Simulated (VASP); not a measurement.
# AsSe3 (Pm-3m) in VASP: notebook

Runs on AsSe3. Level: PBE. Tasks: single point.

Program: VASP 6.6.1. These are calculated values, not measurements. Logs are shortened: lines on timing, memory, paths and dates and some standing lists are left out, and cuts for length are marked.

**1. The cell of the first run**

Symmetry: Pm-3m, No. 221, cubic system. The conventional cell has a = 5.124 Å, b = 5.124 Å, c = 5.124 Å, α = 90.00°, β = 90.00°, γ = 90.00°. As (site symmetry m-3m) has 6 Se at 2.56 Å within 3.4 Å. Within 3.4 Å of Se (site symmetry 4/mmm) lie 2 As at 2.56 Å.

The cell was generated, and may not be a known phase.

**2. Single point, PBE**

INCAR

```
PREC = Accurate ; ENCUT = 520
EDIFF = 1E-6 ; ISMEAR = 0
SIGMA = 0.1 ; LREAL = False
LASPH = True ; NELM = 100
ALGO = Normal ; ISIF = 2
LWAVE = False ; LCHARG = False
GGA = PE ; NBANDS = 20
```

KPOINTS

```
Automatic mesh
0
Gamma
  4 4 4
```

POSCAR

```
AsSe3
1.0
    5.1244143600      0.0000000000      0.0000000000
    0.0000000000      5.1244143600      0.0000000000
    0.0000000000      0.0000000000      5.1244143600
As Se
1 3
Direct
    0.0000000000      0.0000000000      0.0000000000
    0.0000000000      0.0000000000      0.5000000000
    0.0000000000      0.5000000000      0.0000000000
    0.5000000000      0.0000000000      0.0000000000
```

Potentials or basis: VASP PAW PBE potentials, release 64 (As, Se).

On the command line:

```
cat potpaw_PBE.64/As/POTCAR potpaw_PBE.64/Se/POTCAR > POTCAR
mpirun -np 1 vasp_std > vasp.out
```

OUTCAR:

```text
PREC = Accurate
   ENCUT = 520
   EDIFF = 1E-6
   ISMEAR = 0
   LREAL = False
   LASPH = True
   NELM = 100
   ISIF = 2
   GGA = PE

 ion  position               nearest neighbor table
   1  0.000  0.000  0.000-   2 2.56   3 2.56   4 2.56   2 2.56   3 2.56   4 2.56
   2  0.000  0.000  0.500-   1 2.56   1 2.56
   3  0.000  0.500  0.000-   1 2.56   1 2.56
   4  0.500  0.000  0.000-   1 2.56   1 2.56

  LATTYP: Found a simple cubic cell.
 ALAT       =     5.1244143600

  Lattice vectors:

 A1 = (   5.1244143600,   0.0000000000,   0.0000000000)
 A2 = (   0.0000000000,   5.1244143600,   0.0000000000)
 A3 = (   0.0000000000,   0.0000000000,   5.1244143600)

Analysis of symmetry for initial positions (statically):
=====================================================================
 Subroutine PRICEL returns:
 Original cell was already a primitive cell.

 Routine SETGRP: Setting up the symmetry group for a
 simple cubic supercell.

 Subroutine GETGRP returns: Found 48 space group operations
 (whereof 48 operations were pure point group operations)
 out of a pool of 48 trial point group operations.

The static configuration has the point symmetry O_h .

Analysis of symmetry for dynamics (positions and initial velocities):
=====================================================================
 Subroutine PRICEL returns:
 Original cell was already a primitive cell.

 Routine SETGRP: Setting up the symmetry group for a
 simple cubic supercell.

 Subroutine GETGRP returns: Found 48 space group operations
 (whereof 48 operations were pure point group operations)
 out of a pool of 48 trial point group operations.

The dynamic configuration has the point symmetry O_h .

 Subroutine INISYM returns: Found 48 space group operations
 (whereof 48 operations are pure point group operations),
 and found     1 'primitive' translations

----------------------------------------------------------------------------------------

                                     Primitive cell

  volume of cell :     134.5652

  direct lattice vectors                    reciprocal lattice vectors
     5.124414360  0.000000000  0.000000000     0.195144251  0.000000000  0.000000000
     0.000000000  5.124414360  0.000000000     0.000000000  0.195144251  0.000000000
[... 70 lines left out ...]
   LSORBIT =      F    spin-orbit coupling
   LASPH  =      T    aspherical Exc in radial PAW
   ENCUT  =  520.0 eV  38.22 Ry    6.18 a.u.   9.53  9.53  9.53*2*pi/ulx,y,z
   NELM   =    100;   NELMIN=  2; NELMDL= -5     # of ELM steps
   EDIFF  = 0.1E-05   stopping-criterion for ELM
   LREAL  =      F    real-space projection
   EDIFFG = 0.1E-04   stopping-criterion for IOM
   NSW    =      0    number of steps for IOM
   IBRION =     -1    ionic relax: 0-MD 1-quasi-New 2-CG
   NFREE  =      0    steps in history (QN), initial steepest desc. (CG)
   ISIF   =      2    stress and relaxation
   ISYM   =      2    0-nonsym 1-usesym 2-fastsym
   POTIM  = 0.5000    time-step for ionic-motion
   TEBEG  =    0.0;   TEEND  =   0.0 temperature during run
   PSTRESS=    0.0 pullay stress
   NELECT =      23.0000    total number of electrons
   NUPDOWN=      -1.0000    fix difference up-down
   EMIN   =  10.00;   EMAX   =-10.00  energy-range for DOS
   EFERMI =   0.00;   METHOD = LEGACY
   ISMEAR =     0;   SIGMA  =   0.10  broadening in eV -4-tet -1-fermi 0-gaus
   EFERMI_NEDOS =   21; number of points for ismear=-14 and -15
   IALGO  =     38    algorithm
   IMIX   =      4    mixing-type and parameters
     AMIX     =   0.40;   BMIX     =  1.00
     AMIX_MAG =   1.60;   BMIX_MAG =  1.00
  volume/ion in A,a.u.               =      33.64       227.02
  Fermi-wavevector in a.u.,A,eV,Ry     =   0.908531  1.716875 11.230644  0.825429
  Thomas-Fermi vector in A             =   2.032469
   LORBIT       =      0    0 simple, 1 ext, 2 COOP (PROOUT), +10 PAW based schemes
   GGA     = PE    functional components
   LHFCALC =     F    Hartree Fock is set to
   AEXX    =    0.0000 exact exchange contribution
   IVDW    =     0    specifies the selected vdW correction
   LEPSILON=     F    determine dielectric tensor
   LRPA    =     F    only Hartree local field effects (RPA)
 non-spin polarized calculation
 Gauss-broadening in eV      SIGMA  =   0.10
  energy-cutoff  :      520.00
  volume of cell :      134.57
 maximum number of plane-waves:      3695
 NGX is ok and might be reduce to    40
   NGX = 19   NGY = 19   NGZ = 19

 number of electron      23.0000006 magnetization

 Free energy of the ion-electron system (eV)
  ---------------------------------------------------
  ext. energy  EPLUGINS =         0.00000000
  ---------------------------------------------------
  free energy    TOTEN  =       -12.44065040 eV

  energy without entropy =      -12.38992613  energy(sigma->0) =      -12.41528826

 E-fermi :   0.5086     XC(G=0):  -7.7053

 val. band max:        0.5075603822   @ k =   0.5000   0.2500   0.0000
 cond. band min:       0.5626307789   @ k =   0.5000   0.2500   0.0000
 fundamental gap:      0.0550703968
 Fermi energy:         0.5086177155

 k-point     1 :       0.0000    0.0000    0.0000
  band No.  band energies     occupation
      1     -13.9953      2.00000
      2     -11.1073      2.00000
      3     -11.1073      2.00000
      4      -7.1777      2.00000
      5      -5.0535      2.00000
      6      -5.0535      2.00000
[... 219 lines left out ...]
     19       9.6460      0.00000
     20       9.6460      0.00000

------------------------ aborting loop because EDIFF is reached ----------------------------------------

  FORCE on cell =-STRESS in cart. coord.  units (eV):
  Direction    XX          YY          ZZ          XY          YZ          ZX
  --------------------------------------------------------------------------------------
  -------------------------------------------------------------------------------------
  Total       -0.1311415     -0.1311415     -0.1311415     -0.0000000     -0.0000000      0.0000000
  in kB       -1.5614139     -1.5614139     -1.5614139     -0.0000000     -0.0000000      0.0000000
  external PRESSURE =      -1.5614139 kB  Pullay stress =       0.0000000 kB

 VOLUME and BASIS-vectors are now :
 -----------------------------------------------------------------------------
  energy-cutoff  :      520.00
  volume of cell :      134.57
      direct lattice vectors                 reciprocal lattice vectors
     5.124414360  0.000000000  0.000000000     0.195144251  0.000000000  0.000000000
     0.000000000  5.124414360  0.000000000     0.000000000  0.195144251  0.000000000
     0.000000000  0.000000000  5.124414360     0.000000000  0.000000000  0.195144251

 POSITION                                       TOTAL-FORCE (eV/Angst)
 -----------------------------------------------------------------------------------
      0.00000      0.00000      0.00000         0.000000      0.000000      0.000000
      0.00000      0.00000      2.56221         0.000000      0.000000      0.000000
      0.00000      2.56221      0.00000         0.000000      0.000000      0.000000
      2.56221      0.00000      0.00000         0.000000      0.000000      0.000000
 -----------------------------------------------------------------------------------
    total drift:                                0.000000      0.000000     -0.000000

  FREE ENERGIE OF THE ION-ELECTRON SYSTEM (eV)
  ---------------------------------------------------
  free  energy   TOTEN  =       -12.4406503975 eV

  energy  without entropy=      -12.3899261253  energy(sigma->0) =      -12.41528826
```

It took 37 s on 1 thread of AMD EPYC 7R13, shared host; peak memory 0.21 GiB.

Results:

- Free energy: -12.4407 eV
- Pressure: -0.2 GPa
- Band gap on the k mesh: zero (an odd number of electrons rules out a gap without spin polarisation)

Levels at points of the mesh, in eV from the Fermi level:
| k point | band 9 | band 10 | band 11 | band 12 | band 13 | band 14 |
| --- | --- | --- | --- | --- | --- | --- |
| (0.00, 0.00, 0.00) | -0.43 | -0.43 | -0.32 | -0.32 | -0.32 | 4.90 |
| (0.50, 0.00, 0.00) | -1.18 | -0.75 | -0.35 | -0.35 | -0.11 | 1.34 |
| (0.50, 0.50, 0.00) | -1.13 | -1.13 | -1.08 | 0.75 | 0.86 | 1.01 |
| (0.50, 0.50, 0.50) | -1.05 | 0.25 | 0.25 | 0.25 | 0.77 | 0.77 |

**3. Single point, PBE**

This run uses another cell than the first one, of 33.07 Å³/atom.

INCAR

```
SYSTEM = AsSe3
PREC = Accurate
ENCUT = 520
EDIFF = 1E-7
ISMEAR = 0
SIGMA = 0.1
LREAL = .False.
LASPH = .True.
NELM = 100
ALGO = Normal
ISIF = 2
LWAVE = .False.
LCHARG = .False.
GGA = PE
NBANDS = 20
```

KPOINTS

```
Automatic mesh
0
Gamma
  10 10 10
  0 0 0
```

POSCAR

```
AsSe3
1.0
    5.0950336534      0.0000000000      0.0000000000
    0.0000000000      5.0950336534      0.0000000000
    0.0000000000      0.0000000000      5.0950336534
As Se
1 3
Direct
    0.0000000000      0.0000000000      0.0000000000
    0.0000000000      0.0000000000      0.5000000000
    0.0000000000      0.5000000000      0.0000000000
    0.5000000000      0.0000000000      0.0000000000
```

Potentials or basis: VASP PAW PBE potentials, release 64 (As, Se).

On the command line:

```
cat potpaw_PBE.64/As/POTCAR potpaw_PBE.64/Se/POTCAR > POTCAR
mpirun -np 1 vasp_std > vasp.out
```

OUTCAR:

```text
SYSTEM = AsSe3
   PREC = Accurate
   ENCUT = 520
   EDIFF = 1E-7
   ISMEAR = 0
   LREAL = .False.
   LASPH = .True.
   NELM = 100
   ISIF = 2
   GGA = PE

 ion  position               nearest neighbor table
   1  0.000  0.000  0.000-   2 2.55   3 2.55   4 2.55   2 2.55   3 2.55   4 2.55
   2  0.000  0.000  0.500-   1 2.55   1 2.55
   3  0.000  0.500  0.000-   1 2.55   1 2.55
   4  0.500  0.000  0.000-   1 2.55   1 2.55

  LATTYP: Found a simple cubic cell.
 ALAT       =     5.0950336534

  Lattice vectors:

 A1 = (   5.0950336534,   0.0000000000,   0.0000000000)
 A2 = (   0.0000000000,   5.0950336534,   0.0000000000)
 A3 = (   0.0000000000,   0.0000000000,   5.0950336534)

Analysis of symmetry for initial positions (statically):
=====================================================================
 Subroutine PRICEL returns:
 Original cell was already a primitive cell.

 Routine SETGRP: Setting up the symmetry group for a
 simple cubic supercell.

 Subroutine GETGRP returns: Found 48 space group operations
 (whereof 48 operations were pure point group operations)
 out of a pool of 48 trial point group operations.

The static configuration has the point symmetry O_h .

Analysis of symmetry for dynamics (positions and initial velocities):
=====================================================================
 Subroutine PRICEL returns:
 Original cell was already a primitive cell.

 Routine SETGRP: Setting up the symmetry group for a
 simple cubic supercell.

 Subroutine GETGRP returns: Found 48 space group operations
 (whereof 48 operations were pure point group operations)
 out of a pool of 48 trial point group operations.

The dynamic configuration has the point symmetry O_h .

 Subroutine INISYM returns: Found 48 space group operations
 (whereof 48 operations are pure point group operations),
 and found     1 'primitive' translations

[... 115 lines left out ...]
   IALGO  =     38    algorithm
   IMIX   =      4    mixing-type and parameters
     AMIX     =   0.40;   BMIX     =  1.00
     AMIX_MAG =   1.60;   BMIX_MAG =  1.00
  volume/ion in A,a.u.               =      33.07       223.14
  Fermi-wavevector in a.u.,A,eV,Ry     =   0.913770  1.726776 11.360541  0.834976
  Thomas-Fermi vector in A             =   2.038320
   LORBIT       =      0    0 simple, 1 ext, 2 COOP (PROOUT), +10 PAW based schemes
   GGA     = PE    functional components
   LHFCALC =     F    Hartree Fock is set to
   AEXX    =    0.0000 exact exchange contribution
   IVDW    =     0    specifies the selected vdW correction
   LEPSILON=     F    determine dielectric tensor
   LRPA    =     F    only Hartree local field effects (RPA)
 non-spin polarized calculation
 Gauss-broadening in eV      SIGMA  =   0.10
  energy-cutoff  :      520.00
  volume of cell :      132.26
 maximum number of plane-waves:      3602
 NGX is ok and might be reduce to    40
   NGX = 19   NGY = 19   NGZ = 19

 number of electron      23.0000003 magnetization

 Free energy of the ion-electron system (eV)
  ---------------------------------------------------
  ext. energy  EPLUGINS =         0.00000000
  ---------------------------------------------------
  free energy    TOTEN  =       -12.60090649 eV

  energy without entropy =      -12.57441643  energy(sigma->0) =      -12.58766146

 E-fermi :   0.5264     XC(G=0):  -7.7749

 val. band max:        0.5224006935   @ k =   0.4000   0.4000   0.2000
 cond. band min:       0.5322343335   @ k =   0.5000   0.1000   0.0000
 fundamental gap:      0.0098336399
 Fermi energy:         0.5264468170

 k-point     1 :       0.0000    0.0000    0.0000
  band No.  band energies     occupation
      1     -14.0161      2.00000
      2     -11.0287      2.00000
      3     -11.0287      2.00000
      4      -7.0212      2.00000
      5      -5.0691      2.00000
      6      -5.0691      2.00000
[... 541 lines left out ...]
     19       8.2096      0.00000
     20       8.2394      0.00000

 [... further k-points ...]

------------------------ aborting loop because EDIFF is reached ----------------------------------------

  FORCE on cell =-STRESS in cart. coord.  units (eV):
  Direction    XX          YY          ZZ          XY          YZ          ZX
  --------------------------------------------------------------------------------------
  -------------------------------------------------------------------------------------
  Total        0.0452249      0.0452249      0.0452249      0.0000000      0.0000000      0.0000000
  in kB        0.5478313      0.5478313      0.5478313      0.0000000      0.0000000      0.0000000
  external PRESSURE =       0.5478313 kB  Pullay stress =       0.0000000 kB

 VOLUME and BASIS-vectors are now :
 -----------------------------------------------------------------------------
  energy-cutoff  :      520.00
  volume of cell :      132.26
      direct lattice vectors                 reciprocal lattice vectors
     5.095033653  0.000000000  0.000000000     0.196269557  0.000000000  0.000000000
     0.000000000  5.095033653  0.000000000     0.000000000  0.196269557  0.000000000
     0.000000000  0.000000000  5.095033653     0.000000000  0.000000000  0.196269557

 POSITION                                       TOTAL-FORCE (eV/Angst)
 -----------------------------------------------------------------------------------
      0.00000      0.00000      0.00000         0.000000      0.000000      0.000000
      0.00000      0.00000      2.54752         0.000000      0.000000      0.000000
      0.00000      2.54752      0.00000         0.000000      0.000000      0.000000
      2.54752      0.00000      0.00000         0.000000      0.000000      0.000000
 -----------------------------------------------------------------------------------
    total drift:                                0.000000      0.000000     -0.000000

  FREE ENERGIE OF THE ION-ELECTRON SYSTEM (eV)
  ---------------------------------------------------
  free  energy   TOTEN  =       -12.6009064949 eV

  energy  without entropy=      -12.5744164342  energy(sigma->0) =      -12.58766146
```

OSZICAR:

```text
N       E                     dE             d eps       ncg     rms          rms(c)
DAV:   1     0.109864286258E+03    0.10986E+03   -0.87806E+03  2240   0.917E+02
DAV:   2    -0.399625864079E+01   -0.11386E+03   -0.11130E+03  3080   0.157E+02
DAV:   3    -0.126492275283E+02   -0.86530E+01   -0.85263E+01  2760   0.458E+01
DAV:   4    -0.127624169916E+02   -0.11319E+00   -0.11308E+00  2984   0.595E+00
DAV:   5    -0.127635026999E+02   -0.10857E-02   -0.10856E-02  2832   0.593E-01    0.482E+00
DAV:   6    -0.125977690896E+02    0.16573E+00   -0.42830E-01  2716   0.252E+00    0.313E+00
DAV:   7    -0.126007552991E+02   -0.29862E-02   -0.53749E-02  2816   0.984E-01    0.134E+00
DAV:   8    -0.126009380953E+02   -0.18280E-03   -0.51807E-03  2696   0.341E-01    0.205E-01
DAV:   9    -0.126008784635E+02    0.59632E-04   -0.10411E-03  2856   0.161E-01    0.426E-02
DAV:  10    -0.126008999741E+02   -0.21511E-04   -0.10524E-04  2800   0.519E-02    0.225E-02
DAV:  11    -0.126009064709E+02   -0.64968E-05   -0.12551E-05  2704   0.175E-02    0.702E-03
DAV:  12    -0.126009070493E+02   -0.57836E-06   -0.48267E-06  2704   0.908E-03    0.719E-03
DAV:  13    -0.126009064475E+02    0.60174E-06   -0.73671E-07  2656   0.402E-03    0.993E-04
DAV:  14    -0.126009064949E+02   -0.47384E-07   -0.59846E-08  1840   0.138E-03
   1 F= -.12600906E+02 E0= -.12587661E+02  d E =-.264901E-01
```

It took 3.5 min on 1 thread of AMD EPYC 7R13, shared host; peak memory 0.29 GiB.

Results:

```
Free energy            : -12.6009 eV
Pressure               : 0.1 GPa
Band gap on the k mesh : zero (an odd number of electrons rules out a gap without spin polarisation)
```

The gap in the log of VASP goes by the Fermi energy; the results here count the filled bands.